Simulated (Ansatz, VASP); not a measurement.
# MgTeSe3: VASP beside Ansatz

```xyz
5
Lattice="3.7868 2.1863 3.8063 -3.7868 2.1863 3.8063 0.0000 -4.3726 3.8063" Properties=species:S:1:pos:R:3 pbc="T T T"
Mg    0.0000    0.0000    9.7983
Te    0.0000    0.0000    5.8514
Se    0.0000    2.2126    4.5960
Se    1.9162   -1.1063    4.5960
Se   -1.9162   -1.1063    4.5960
```

Change from the starting cell: species swapped into the CsHgCl3 type (R3m, No. 160).

Alike in both runs: functional PBE; k mesh 6 × 6 × 6; occupations gaussian, width 0.01 eV; no spin polarisation.

Ansatz relaxed the structure, and its values are those at the end. VASP's run is a single point on that final structure, the one shown.

```csv
,VASP,Ansatz
version,VASP 6.6.1,Ansatz 0.2.0
potentials or method,"VASP PAW PBE potentials, release 64 (Mg, Te, Se), cutoff 520 eV","scalar-relativistic, plane waves, PAW"
valence electrons in the cell,26,74
```

|  | VASP | Ansatz | Ansatz less VASP |
| --- | --- | --- | --- |
| gap on the k mesh at the Fermi level (eV) | 0.09 | 0.09 | 0.000 |
| least direct gap on the mesh (eV) | 0.27 | 0.27 | +0.002 |
| pressure (GPa) | 0.0 | 0.0 | -0.01 |
| rms of the force components (eV/Å) | 0.011 | 0.002 | -0.0092 |

The functional is the same, so the differences come from potentials, cutoffs and numerics. VASP's potentials hold 26 valence electrons a cell and Ansatz's 74, so a difference there can come from the potentials and not from the codes.

Spin-orbit coupling is off throughout.
